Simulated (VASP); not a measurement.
A run of VASP 6.6.1 is set up as follows.

The input INCAR:

```
SYSTEM = TiSb
PREC = Accurate ; ENCUT = 520
EDIFF = 1E-8 ; ISMEAR = -1
SIGMA = 0.03 ; LREAL = .FALSE.
LASPH = .TRUE. ; NELM = 80
ALGO = Normal ; ISIF = 2
LWAVE = .FALSE. ; LCHARG = .FALSE.
GGA = CA ; LEFG = .TRUE.
NBANDS = 25
```

File KPOINTS:

```
regular mesh
0
G
  12 12 7
  0 0 0
```

File POSCAR:

```
TiSb
1.0
    4.1032991169      0.0000000000      0.0000000000
   -2.0516495585      3.5535612746      0.0000000000
    0.0000000000      0.0000000000      6.2836000000
Ti Sb
2 2
Direct
    0.0000000000      0.0000000000      0.0000000000
    0.0000000000      0.0000000000      0.5000000000
    0.3333333333      0.6666666667      0.2500000000
    0.6666666667      0.3333333333      0.7500000000
```

Potentials or basis: VASP PAW LDA potentials, release 64 (Ti_sv, Sb).

The run is started by

```sh
$ cat potpaw_LDA.64/Ti_sv/POTCAR potpaw_LDA.64/Sb/POTCAR > POTCAR
$ mpirun -np 1 vasp_std > vasp.out
```

**Question.** Predict the band gap on the k mesh.

**Answer.** Zero (bands 17 and 18 overlap by 0.47 eV).

**Question.** Predict the pressure.

**Answer.** -8.3 GPa.

Electric field gradients, principal values (V/Å²):
```csv
atom,least,middle,greatest (by size)
1 Ti,25.911,25.914,-51.825
2 Ti,25.911,25.914,-51.825
3 Sb,-14.947,-14.947,29.894
4 Sb,-14.947,-14.947,29.894
```

Caveat: the cell stands under tension; without QUAD_EFG the Cq values of the log hold for a quadrupole moment of 1 mb, not for the nuclei; spin-orbit coupling is left out, which moves the levels of the heavy elements.
